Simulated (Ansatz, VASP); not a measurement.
Two plane-wave programs on HfN

```xyz
2
Lattice="0.0000 2.2226 2.3337 2.2226 0.0000 2.3337 2.2226 2.2226 0.0000" Properties=species:S:1:pos:R:3 pbc="T T T"
Hf    0.0000    0.0000    0.0000
N     2.2226    2.2226    2.3337
```

Alike in both runs: task single point; functional PBE; k mesh 20 × 20 × 20; occupations gaussian, width 0.1 eV; no spin polarisation.

```csv
,VASP,Ansatz
version,VASP 6.6.1,Ansatz 0.2.0
potentials or method,"VASP PAW PBE potentials, release 64 (Hf_pv, N), cutoff 520 eV","scalar-relativistic, plane waves, PAW"
valence electrons in the cell,15,31
```

VASP gave:

```
gap on the k mesh at the Fermi level (eV)                     : none
pressure (GPa)                                                : 4.5
traceless stress, the component that is largest in VASP (GPa) : -15.26
```

Q: Which values does Ansatz return?

A: gap on the k mesh at the Fermi level (eV): none; pressure (GPa): 6.9; traceless stress, the component that is largest in VASP (GPa): -15.46.

A gap of «none» marks a metal or a gap that the smearing closes. With one functional, cell and mesh, what is left measures potentials, basis and numerics. VASP's potentials hold 15 valence electrons a cell and Ansatz's 31, so a difference there can come from the potentials and not from the codes.

Neither program's run includes spin-orbit coupling.
